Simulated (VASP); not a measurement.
# As (Pm-3m) in VASP: notebook

As is run at these levels: LDA; tasks: single point.

Everything below comes from runs of VASP 6.6.1. Logs are shortened: lines on timing, memory, paths and dates and some standing lists are left out, and cuts for length are marked.

**1. The cell of the first run**

Symmetry: Pm-3m, No. 221, cubic system. Conventional cell: a = 2.690 Å, b = 2.690 Å, c = 2.690 Å, α = 90.00°, β = 90.00°, γ = 90.00°. Within 3.5 Å of As (site symmetry m-3m) lie 6 As at 2.69 Å.

**2. Single point, LDA**

Contents of INCAR:

```
SYSTEM = As
  ALGO = Normal
  EDIFF = 1E-7
  ENCUT = 520
  GGA = CA
  ISIF = 2
  ISMEAR = 1
  LASPH = .TRUE.
  LCHARG = .TRUE.
  LELF = .TRUE.
  LREAL = .FALSE.
  LVHAR = .TRUE.
  LWAVE = .FALSE.
  NBANDS = 8
  NELM = 80
  PREC = Accurate
  SIGMA = 0.1
```

Contents of KPOINTS:

```
k-points
0
G
  7 7 7
  0 0 0
```

Contents of POSCAR:

```
As
1.0
    2.6899091733      0.0000000000      0.0000000000
    0.0000000000      2.6899091733      0.0000000000
    0.0000000000      0.0000000000      2.6899091733
As
1
Direct
    0.5000000000      0.5000000000      0.5000000000
```

Potentials or basis: VASP PAW LDA potentials, release 64 (As).

Launch:

```console
$ cat potpaw_LDA.64/As/POTCAR > POTCAR
$ mpirun -np 1 vasp_std > vasp.out
```

OUTCAR:

```text
SYSTEM = As
   EDIFF = 1E-7
   ENCUT = 520
   GGA = CA
   ISIF = 2
   ISMEAR = 1
   LASPH = .TRUE.
   LREAL = .FALSE.
   NELM = 80
   PREC = Accurate

 ion  position               nearest neighbor table
   1  0.500  0.500  0.500-

  LATTYP: Found a simple cubic cell.
 ALAT       =     2.6899091733

  Lattice vectors:

 A1 = (   2.6899091733,   0.0000000000,   0.0000000000)
 A2 = (   0.0000000000,   2.6899091733,   0.0000000000)
 A3 = (   0.0000000000,   0.0000000000,   2.6899091733)

Analysis of symmetry for initial positions (statically):
=====================================================================
 Subroutine PRICEL returns:
 Original cell was already a primitive cell.

 Routine SETGRP: Setting up the symmetry group for a
 simple cubic supercell.

 Subroutine GETGRP returns: Found 48 space group operations
 (whereof 48 operations were pure point group operations)
 out of a pool of 48 trial point group operations.

The static configuration has the point symmetry O_h .

Analysis of symmetry for dynamics (positions and initial velocities):
=====================================================================
 Subroutine PRICEL returns:
 Original cell was already a primitive cell.

 Routine SETGRP: Setting up the symmetry group for a
 simple cubic supercell.

 Subroutine GETGRP returns: Found 48 space group operations
 (whereof 48 operations were pure point group operations)
 out of a pool of 48 trial point group operations.

The dynamic configuration has the point symmetry O_h .

 Subroutine INISYM returns: Found 48 space group operations
 (whereof 48 operations are pure point group operations),
 and found     1 'primitive' translations

----------------------------------------------------------------------------------------

                                     Primitive cell

  volume of cell :      19.4631

  direct lattice vectors                    reciprocal lattice vectors
     2.689909173  0.000000000  0.000000000     0.371759764  0.000000000  0.000000000
     0.000000000  2.689909173  0.000000000     0.000000000  0.371759764  0.000000000
     0.000000000  0.000000000  2.689909173     0.000000000  0.000000000  0.371759764

  length of vectors
     2.689909173  2.689909173  2.689909173     0.371759764  0.371759764  0.371759764

  position of ions in fractional coordinates (direct lattice)
     0.500000000  0.500000000  0.500000000

  ion indices of the primitive-cell ions
   primitive index   ion index
                 1           1

----------------------------------------------------------------------------------------

 KPOINTS: k-points

Automatic generation of k-mesh.
 Grid dimensions read from file:
 generate k-points for:    7    7    7

 Generating k-lattice:

  Cartesian coordinates                     Fractional coordinates (reciprocal lattice)
     0.053108538  0.000000000  0.000000000     0.142857143  0.000000000  0.000000000
     0.000000000  0.053108538  0.000000000     0.000000000  0.142857143  0.000000000
     0.000000000  0.000000000  0.053108538     0.000000000  0.000000000  0.142857143

  Length of vectors
     0.053108538  0.053108538  0.053108538

  Shift w.r.t. Gamma in fractional coordinates (k-lattice)
     0.000000000  0.000000000  0.000000000

 Subroutine IBZKPT returns following result:
 ===========================================

 Found     20 irreducible k-points:

 Following reciprocal coordinates:
            Coordinates               Weight
  0.000000  0.000000  0.000000      1.000000
  0.142857  0.000000  0.000000      6.000000
  0.285714  0.000000  0.000000      6.000000
  0.428571  0.000000  0.000000      6.000000
  0.142857  0.142857  0.000000     12.000000
  0.285714  0.142857  0.000000     24.000000
[... 12 lines left out ...]
  0.428571  0.428571  0.285714     24.000000
  0.428571  0.428571  0.428571      8.000000
   k-points           NKPTS =     20   k-points in BZ     NKDIM =     20   number of bands    NBANDS=      8
   number of dos      NEDOS =    301   number of ions     NIONS =      1
   total plane-waves  NPLWV =   8000
   dimension x,y,z NGX =    20 NGY =   20 NGZ =   20
   dimension x,y,z NGXF=    40 NGYF=   40 NGZF=   40
   ions per type =               1
   NGX,Y,Z   is equivalent  to a cutoff of  12.36, 12.36, 12.36 a.u.
   NGXF,Y,Z  is equivalent  to a cutoff of  24.72, 24.72, 24.72 a.u.
 SYSTEM =  As
   PREC   = accura    normal or accurate (medium, high low for compatibility)
   ISTART =      0    job   : 0-new  1-cont  2-samecut
   ICHARG =      2    charge: 1-file 2-atom 10-const
   ISPIN  =      1    spin polarized calculation?
   LNONCOLLINEAR =      F non collinear calculations
   LSORBIT =      F    spin-orbit coupling
   LASPH  =      T    aspherical Exc in radial PAW
   ENCUT  =  520.0 eV  38.22 Ry    6.18 a.u.   5.00  5.00  5.00*2*pi/ulx,y,z
   NELM   =     80;   NELMIN=  2; NELMDL= -5     # of ELM steps
   EDIFF  = 0.1E-06   stopping-criterion for ELM
   LREAL  =      F    real-space projection
   EDIFFG = 0.1E-05   stopping-criterion for IOM
   NSW    =      0    number of steps for IOM
   IBRION =     -1    ionic relax: 0-MD 1-quasi-New 2-CG
   NFREE  =      0    steps in history (QN), initial steepest desc. (CG)
   ISIF   =      2    stress and relaxation
   ISYM   =      2    0-nonsym 1-usesym 2-fastsym
   POTIM  = 0.5000    time-step for ionic-motion
   TEBEG  =    0.0;   TEEND  =   0.0 temperature during run
   PSTRESS=    0.0 pullay stress
   NELECT =       5.0000    total number of electrons
   NUPDOWN=      -1.0000    fix difference up-down
   EMIN   =  10.00;   EMAX   =-10.00  energy-range for DOS
   EFERMI =   0.00;   METHOD = LEGACY
   ISMEAR =     1;   SIGMA  =   0.10  broadening in eV -4-tet -1-fermi 0-gaus
   EFERMI_NEDOS =   21; number of points for ismear=-14 and -15
   IALGO  =     38    algorithm
   IMIX   =      4    mixing-type and parameters
     AMIX     =   0.40;   BMIX     =  1.00
     AMIX_MAG =   1.60;   BMIX_MAG =  1.00
  volume/ion in A,a.u.               =      19.46       131.34
  Fermi-wavevector in a.u.,A,eV,Ry     =   1.040704  1.966645 14.735991  1.083065
  Thomas-Fermi vector in A             =   2.175292
   LORBIT       =      0    0 simple, 1 ext, 2 COOP (PROOUT), +10 PAW based schemes
   GGA     = CA    functional components
   LHFCALC =     F    Hartree Fock is set to
   AEXX    =    0.0000 exact exchange contribution
   IVDW    =     0    specifies the selected vdW correction
   LEPSILON=     F    determine dielectric tensor
   LRPA    =     F    only Hartree local field effects (RPA)
 non-spin polarized calculation
 Methfessel and Paxton  Order N= 1 SIGMA  =   0.10
  energy-cutoff  :      520.00
  volume of cell :       19.46
 maximum number of plane-waves:       533
   NGX = 11   NGY = 11   NGZ = 11

 number of electron       5.0000001 magnetization

 Free energy of the ion-electron system (eV)
  ---------------------------------------------------
  ext. energy  EPLUGINS =         0.00000000
  ---------------------------------------------------
  free energy    TOTEN  =        -5.35463667 eV

  energy without entropy =       -5.35325747  energy(sigma->0) =       -5.35417694

 E-fermi :   6.0107     XC(G=0): -10.6535

 val. band max:        5.5659421040   @ k =   0.4286   0.2857   0.1429
 cond. band min:       6.0381210739   @ k =   0.4286   0.2857   0.2857
 fundamental gap:      0.4721789699
 Fermi energy:         6.0106594613

 k-point     1 :       0.0000    0.0000    0.0000
  band No.  band energies     occupation
      1      -8.9988      2.00000
      2      10.2862      0.00000
      3      10.2862      0.00000
      4      10.2862      0.00000
      5      14.7231      0.00000
      6      14.7231      0.00000
      7      16.6759      0.00000
      8      31.2245      0.00000

 k-point     2 :       0.1429    0.0000    0.0000
  band No.  band energies     occupation
      1      -8.6201      2.00000
      2       6.8956     -0.00000
      3      10.6166      0.00000
      4      10.6166      0.00000
      5      15.0612      0.00000
      6      16.2807      0.00000
      7      19.4808      0.00000
      8      27.5682      0.00000

 k-point     3 :       0.2857    0.0000    0.0000
  band No.  band energies     occupation
      1      -7.5360      2.00000
      2       2.6677      2.00000
      3      11.4974      0.00000
      4      11.4974      0.00000
      5      16.0152      0.00000
      6      17.5209      0.00000
      7      23.7599      0.00000
      8      23.7600      0.00000

 k-point     4 :       0.4286    0.0000    0.0000
  band No.  band energies     occupation
      1      -6.1214      2.00000
      2      -0.3959      2.00000
      3      12.4417      0.00000
      4      12.4417      0.00000
      5      17.2015      0.00000
      6      19.3772      0.00000
      7      21.3268      0.00000
      8      21.3268      0.00000

 k-point     5 :       0.1429    0.1429    0.0000
  band No.  band energies     occupation
      1      -8.2414      2.00000
      2       7.0321     -0.00000
      3       7.4780     -0.00000
      4      10.9461      0.00000
      5      15.9943      0.00000
      6      19.3793      0.00000
      7      19.8075      0.00000
      8      24.1622      0.00000

 k-point     6 :       0.2857    0.1429    0.0000
  band No.  band energies     occupation
      1      -7.1572      2.00000
      2       3.0212      2.00000
      3       8.2386      0.00000
      4      11.8233      0.00000
      5      16.9820      0.00000
      6      18.8098      0.00000
      7      21.4848      0.00000
      8      24.0786      0.00000

 k-point     7 :       0.4286    0.1429    0.0000
  band No.  band energies     occupation
      1      -5.7410      2.00000
      2      -0.0370      2.00000
      3       9.3604      0.00000
      4      12.7621      0.00000
      5      16.2674      0.00000
      6      18.7103      0.00000
      7      21.6642      0.00000
      8      22.0560      0.00000

 k-point     8 :       0.2857    0.2857    0.0000
  band No.  band energies     occupation
      1      -6.0708      2.00000
      2       3.7417      2.00000
      3       4.3295      2.00000
      4      12.6882      0.00000
      5      14.8282      0.00000
      6      18.4963      0.00000
      7      24.6835      0.00000
      8      25.3610      0.00000

 k-point     9 :       0.4286    0.2857    0.0000
  band No.  band energies     occupation
      1      -4.6440      2.00000
      2       0.9532      2.00000
      3       5.2355      2.00000
      4      12.1637      0.00000
      5      13.6066      0.00000
      6      20.0471      0.00000
      7      22.6143      0.00000
      8      23.6189      0.00000

 k-point    10 :       0.4286    0.4286    0.0000
  band No.  band energies     occupation
      1      -3.1735      2.00000
      2       2.0167      2.00000
      3       2.2444      2.00000
      4       9.4082      0.00000
      5      14.4900      0.00000
      6      21.7225      0.00000
      7      23.7104      0.00000
      8      23.9126      0.00000
[... 34 lines left out ...]
 k-point    14 :       0.2857    0.2857    0.1429
  band No.  band energies     occupation
      1      -5.6919      2.00000
      2       4.0832      2.00000
      3       4.6770      2.00000
      4       9.5969      0.00000
      5      15.2699      0.00000
      6      19.8503      0.00000
      7      20.9091      0.00000
      8      22.8283      0.00000

 k-point    15 :       0.4286    0.2857    0.1429
  band No.  band energies     occupation
      1      -4.2633      2.00000
      2       1.3062      2.00000
      3       5.5659      2.00000
      4      10.7216      0.00000
      5      12.5457      0.00000
      6      17.8965      0.00000
      7      21.5844      0.00000
      8      24.0673      0.00000

 k-point    16 :       0.4286    0.4286    0.1429
  band No.  band energies     occupation
      1      -2.7897      2.00000
      2       2.3587      2.00000
      3       2.5924      2.00000
      4       9.7821      0.00000
      5      11.8003      0.00000
      6      19.1037      0.00000
      7      19.3504      0.00000
      8      24.8179      0.00000

 k-point    17 :       0.2857    0.2857    0.2857
  band No.  band energies     occupation
      1      -4.6032      2.00000
      2       5.0082      2.00000
      3       5.0082      2.00000
      4       6.1805     -0.03719
      5      15.5960      0.00000
      6      16.8498      0.00000
      7      16.8498      0.00000
      8      26.3767      0.00000

 k-point    18 :       0.4286    0.2857    0.2857
  band No.  band energies     occupation
      1      -3.1622      2.00000
      2       2.2740      2.00000
      3       6.0381      0.55406
      4       7.1595     -0.00000
      5      13.1170      0.00000
      6      14.2436      0.00000
      7      17.8115      0.00000
      8      23.4856      0.00000

 k-point    19 :       0.4286    0.4286    0.2857
  band No.  band energies     occupation
      1      -1.6700      2.00000
      2       3.2836      2.00000
      3       3.5387      2.00000
      4       7.7942     -0.00000
      5      10.8801      0.00000
      6      15.0480      0.00000
      7      15.2693      0.00000
      8      20.4773      0.00000

 k-point    20 :       0.4286    0.4286    0.4286
  band No.  band energies     occupation
      1      -0.0994      2.00000
      2       4.3091      2.00000
      3       4.3091      2.00000
      4       4.9688      2.00000
      5      12.0826      0.00000
      6      12.6581      0.00000
      7      12.6581      0.00000
      8      17.3468      0.00000

------------------------ aborting loop because EDIFF is reached ----------------------------------------

  FORCE on cell =-STRESS in cart. coord.  units (eV):
  Direction    XX          YY          ZZ          XY          YZ          ZX
  --------------------------------------------------------------------------------------
  -------------------------------------------------------------------------------------
  Total       -0.1479503     -0.1479503     -0.1479503      0.0000000      0.0000000      0.0000000
  in kB      -12.1790524    -12.1790524    -12.1790524      0.0000000      0.0000000      0.0000000
  external PRESSURE =     -12.1790524 kB  Pullay stress =       0.0000000 kB

 VOLUME and BASIS-vectors are now :
 -----------------------------------------------------------------------------
  energy-cutoff  :      520.00
  volume of cell :       19.46
      direct lattice vectors                 reciprocal lattice vectors
     2.689909173  0.000000000  0.000000000     0.371759764  0.000000000  0.000000000
     0.000000000  2.689909173  0.000000000     0.000000000  0.371759764  0.000000000
     0.000000000  0.000000000  2.689909173     0.000000000  0.000000000  0.371759764

 POSITION                                       TOTAL-FORCE (eV/Angst)
 -----------------------------------------------------------------------------------
      1.34495      1.34495      1.34495         0.000000      0.000000      0.000000
 -----------------------------------------------------------------------------------
    total drift:                                0.000000      0.000000      0.000000

  FREE ENERGIE OF THE ION-ELECTRON SYSTEM (eV)
  ---------------------------------------------------
  free  energy   TOTEN  =        -5.3546366732 eV

  energy  without entropy=       -5.3532574741  energy(sigma->0) =       -5.35417694
```

It took 2.7 s on 1 thread of AMD EPYC 7R43 (Zen 3), shared host; peak memory 0.08 GiB.

Results:

```yaml
Free_energy: -5.3546 eV
Pressure: -1.2 GPa
```

Levels at points of the mesh, in eV from the Fermi level:
| k point | band 1 | band 2 | band 3 | band 4 | band 5 | band 6 |
| --- | --- | --- | --- | --- | --- | --- |
| (0.00, 0.00, 0.00) | -15.01 | 4.28 | 4.28 | 4.28 | 8.71 | 8.71 |

**3. Single point, LDA**

This run uses another cell than the first one, of 19.12 Å³/atom, 0.983 times its volume.

Contents of INCAR:

```
SYSTEM = As
ALGO     = Normal         ! electronic algorithm
EDIFF    = 1E-6           ! SCF threshold, eV
ENCUT    = 520            ! plane-wave cutoff, eV
GGA      = CA             ! functional
ISIF     = 2              ! what is computed and relaxed
ISMEAR   = 1              ! smearing method
LASPH    = .True.         ! aspherical terms in the spheres
LCHARG   = .False.        ! write CHGCAR
LREAL    = .False.        ! projectors in reciprocal space
LWAVE    = .False.        ! write WAVECAR
NBANDS   = 8              ! bands
NELM     = 100            ! most SCF steps
PREC     = Accurate       ! precision mode
SIGMA    = 0.1            ! smearing width, eV
```

Contents of KPOINTS:

```
k-points
0
Gamma
  7 7 7
  0 0 0
```

Contents of POSCAR:

```
As
1.0
    2.6742129946      0.0000000000      0.0000000000
    0.0000000000      2.6742129946      0.0000000000
    0.0000000000      0.0000000000      2.6742129946
As
1
Direct
    0.5000000000      0.5000000000      0.5000000000
```

Potentials or basis: VASP PAW LDA potentials, release 64 (As).

Launch:

```console
$ cat potpaw_LDA.64/As/POTCAR > POTCAR
$ mpirun -np 1 vasp_std > vasp.out
```

Wall time 2.1 s (1 thread of AMD EPYC 7R43 (Zen 3), shared host); peak memory 0.08 GiB.

It converged, with:

| Property | Result |
| --- | --- |
| Free energy | -5.3554 eV |
| Pressure | 0.5 GPa |

Levels at points of the mesh, in eV from the Fermi level:
```tsv
k point	band 1	band 2	band 3	band 4	band 5
(0.00, 0.00, 0.00)	-15.16	4.35	4.35	4.35	8.74
```

**4. Single point, LDA**

This run uses another cell than the first one, of 19.76 Å³/atom, 1.015 times its volume.

Contents of INCAR:

```
ALGO = Normal
EDIFF = 1E-6
ENCUT = 520
GGA = CA
ISIF = 2
ISMEAR = 1
LASPH = T
LCHARG = T
LELF = T
LREAL = F
LVHAR = T
LWAVE = F
NBANDS = 8
NELM = 80
PREC = Accurate
SIGMA = 0.1
```

Contents of KPOINTS:

```
k-points
0
Gamma
  7 7 7
```

Contents of POSCAR:

```
As
1.0
    2.7036817400      0.0000000000      0.0000000000
    0.0000000000      2.7036817400      0.0000000000
    0.0000000000      0.0000000000      2.7036817400
As
1
Direct
    0.5000000000      0.5000000000      0.5000000000
```

Launch:

```console
$ cat potpaw_LDA.64/As/POTCAR > POTCAR
$ mpirun -np 1 vasp_std > vasp.out
```

It took 2.5 s on 1 thread of AMD EPYC 7R43 (Zen 3), shared host; peak memory 0.08 GiB.

Results (log left out):

```
Free energy : -5.3510 eV
Pressure    : -2.6 GPa
```

Levels at points of the mesh, in eV from the Fermi level:
```
           k point  band 1  band 2  band 3  band 4  band 5  band 6
(0.00, 0.00, 0.00)  -14.88    4.21    4.21    4.21    8.69    8.69
```

**5. Summary**

```csv
cell,gap on the mesh (eV),pressure (GPa)
"a = 2.690 Å, 1 atom",none,-1.2
"a = 2.674 Å, 1 atom",none,0.5
"a = 2.704 Å, 1 atom",none,-2.6
```

Alike in all rows: task single point; level LDA; potentials or basis VASP PAW LDA potentials, release 64 (As); no spin polarisation; k mesh 7 × 7 × 7; cutoff (eV) 520; smearing methfessel-paxton 0.1 eV.

Absolute energies hang on the potentials; compare differences alone.
